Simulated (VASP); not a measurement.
MgB2, 3 atoms in the cell. Symmetry: Amm2, No. 38, orthorhombic system. The conventional cell has a = 3.599 Å, b = 5.409 Å, c = 3.088 Å, α = 90.00°, β = 90.00°, γ = 90.00°. Within 3.2 Å of Mg (site symmetry mm2) lie 12 B at 2.46 to 2.58 Å and 6 Mg at 3.09 to 3.11 Å. Within 2.3 Å of B (site symmetry m) lie 3 B at 1.71 to 1.83 Å.  This cell differs from its parent crystal: strained and its atoms moved.

* Program: VASP 6.6.1
* Task: single point
* Functional: PBE
* Potentials or basis: VASP PAW PBE potentials, release 64 (Mg, B)
* Cutoff: 520 eV
* k mesh: 14 × 14 × 10
* Occupations: gaussian, width 0.1 eV
* Spin: no spin polarisation
* Dipole correction: no
* Further INCAR settings: ALGO = Normal; EDIFF = 1e-06; NBANDS = 11

Potentials or basis: VASP PAW PBE potentials, release 64 (Mg, B).

Command:

```sh
$ cat potpaw_PBE.64/Mg/POTCAR potpaw_PBE.64/B/POTCAR > POTCAR
$ mpirun -np 1 vasp_std > vasp.out
```

Hardware: 1 thread of Intel(R) Xeon(R) Platinum 8488C (Sapphire Rapids), with other jobs on the host.

How long does it take, and how much memory?

Wall time 63 s on 1 thread of Intel(R) Xeon(R) Platinum 8488C (Sapphire Rapids), with other jobs on the host, peak memory 0.24 GiB. Counts: scf iterations 13, k points 342.
